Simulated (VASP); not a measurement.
A run of VASP 6.6.1:

INCAR

```
PREC = Accurate
ENCUT = 500
EDIFF = 1E-8
ISMEAR = -1
SIGMA = 0.05
LREAL = F
LASPH = T
NELM = 120
ALGO = Normal
ISIF = 2
LWAVE = F
LCHARG = F
GGA = PS
NBANDS = 10
IBRION = 8
NSW = 1
GGA_COMPAT = F
```

The input KPOINTS:

```
regular mesh
0
Gamma
  9 9 9
```

The input POSCAR:

```
Ir
1.0
    0.0000000000      1.9156000000      1.9156000000
    1.9156000000      0.0000000000      1.9156000000
    1.9156000000      1.9156000000      0.0000000000
Ir
1
Direct
    0.0000000000      0.0000000000      0.0000000000
```

Potentials or basis: VASP PAW PBE potentials, release 64 (Ir).

The run is started by

```sh
$ cat potpaw_PBE.64/Ir/POTCAR > POTCAR
$ mpirun -np 1 vasp_std > vasp.out
```

Hardware: 1 thread of Intel(R) Xeon(R) 6975P-C (Granite Rapids), with other jobs on the host.

Task: How long does it take, and how much memory?

Result: Wall time 13 s on 1 thread of Intel(R) Xeon(R) 6975P-C (Granite Rapids), with other jobs on the host, peak memory 0.15 GiB. Counts: scf iterations 30, k points 35.
